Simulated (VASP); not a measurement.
Crystal: NaHfO.

```
CELL_PARAMETERS angstrom
3.46547 0.00000 0.00000
0.00000 3.46547 0.00000
0.00000 0.00000 3.65501
ATOMIC_POSITIONS crystal
Na 0.50000 0.50000 0.50000
Hf 0.00000 0.00000 0.00000
O 0.50000 0.50000 0.00000
```

The cell was built from a structure type or drawn by symmetry, and may not be a known phase.

| Quantity | Value |
| --- | --- |
| Program | VASP 6.6.1 |
| Task | relaxation of cell and atoms |
| Functional | PBE |
| Potentials or basis | VASP PAW PBE potentials, release 64 (Na_pv, Hf_pv, O) |
| Cutoff | 600 eV |
| k mesh | 6 × 6 × 6 |
| Occupations | gaussian, width 0.1 eV |
| Spin | no spin polarisation |

At the start: pressure 11.9 GPa; volume 14.63 Å³/atom.

Task: How do energy, volume and symmetry change on relaxing?

Result: Over 11 steps the energy falls by 869.8 meV/atom and the volume is 16.44 Å³/atom (+12.3 %); space group P4/mmm (No. 123, to 0.1 Å) before and after.

The path:
| step | energy change (eV) | largest force (eV/Å) | pressure (GPa) | volume (Å³) |
| --- | --- | --- | --- | --- |
| 1 | 0.0000 | 0.0000 | 11.85 | 43.89 |
| 2 | -2.3159 | 0.0000 | -5.55 | 49.48 |
| 3 | -2.4852 | 0.0000 | -5.53 | 50.43 |
| 4 | -2.5666 | 0.0000 | -3.56 | 51.95 |
| 5 | -2.5757 | 0.0000 | -4.61 | 51.39 |
| 6 | -2.5783 | 0.0000 | -4.45 | 51.48 |
| 7 | -2.5669 | 0.0000 | 5.30 | 47.86 |
| 8 | -2.6066 | 0.0000 | -0.36 | 49.77 |
| 9 | -2.6066 | 0.0000 | -0.27 | 49.73 |
| 10 | -2.6087 | 0.0000 | -0.13 | 49.50 |
| 11 | -2.6094 | 0.0000 | -0.01 | 49.31 |

Final structure:
```xyz
3
Lattice="3.0956 0.0000 0.0000 0.0000 3.0956 0.0000 0.0000 0.0000 5.1459" Properties=species:S:1:pos:R:3 pbc="T T T"
Na    1.5478    1.5478    2.5730
Hf    0.0000    0.0000    0.0000
O     1.5478    1.5478    0.0000
```

Caveat: a cell axis changed by over 15 % at a fixed basis, so the end point is rough; an odd number of electrons without spin polarisation forces a metal; a magnetic or distorted state may lie lower.
